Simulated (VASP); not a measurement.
Write the native input for VASP 6.6.1 that does the following.

| Item | Value |
| --- | --- |
| Task | single point |
| Functional | PBEsol |
| Potentials or basis | VASP PAW PBE potentials, release 64 (Sn_d, Zn, Cu, S) |
| Cutoff | 520 eV |
| k mesh | 7 × 7 × 7 |
| Occupations | fermi-dirac, width 0.05 eV |
| Spin | no spin polarisation |
| Dipole correction | no |
| Further INCAR settings | ALGO = Normal; EDIFF = 1e-06; NBANDS = 46 |

The structure of ZnCu2SnS4 lies in POSCAR:

```
ZnCu2SnS4
1.0
   -2.6803779309      2.6803779309      5.3514829043
    2.6803779309     -2.6803779309      5.3514829043
    2.6803779309      2.6803779309     -5.3514829043
Sn Zn Cu S
1 1 2 4
Direct
    0.5000000000      0.5000000000      0.0000000000
    0.2500000000      0.7500000000      0.5000000000
    0.7500000000      0.2500000000      0.5000000000
    0.0000000000      0.0000000000      0.0000000000
    0.6279900000      0.6283900000      0.5128000000
    0.8848100000      0.3720100000      0.0004000000
    0.1155900000      0.1151900000      0.4872000000
    0.3716100000      0.8844100000      0.9996000000
```

The input as run:

INCAR

```
PREC = Accurate ; ENCUT = 520
EDIFF = 1E-6 ; ISMEAR = -1
SIGMA = 0.05 ; LREAL = False
LASPH = True ; NELM = 80
ALGO = Normal ; ISIF = 2
LWAVE = False ; LCHARG = False
GGA = PS ; NBANDS = 46
```

KPOINTS

```
regular mesh
0
Gamma
  7 7 7
```

Potentials or basis: VASP PAW PBE potentials, release 64 (Sn_d, Zn, Cu, S).

Command:

```sh
$ cat potpaw_PBE.64/Sn_d/POTCAR potpaw_PBE.64/Zn/POTCAR potpaw_PBE.64/Cu/POTCAR potpaw_PBE.64/S/POTCAR > POTCAR
$ mpirun -np 1 vasp_std > vasp.out
```

Results of the run:

| Item | Value |
| --- | --- |
| Pressure | 1.7 GPa |
| Largest force | 0.787 eV/Å |
| Band gap on the k mesh | 0.42 eV |

Caveat: semilocal functionals underestimate gaps, and a narrow one can read as zero; the PAW data sets were made with another functional, which shifts forces and pressure a little; spin-orbit coupling is left out, which moves the levels of the heavy elements.

Wall time 5.6 min on 1 thread of Intel(R) Xeon(R) 6975P-C (Granite Rapids) (shared host), peak memory 0.59 GiB.
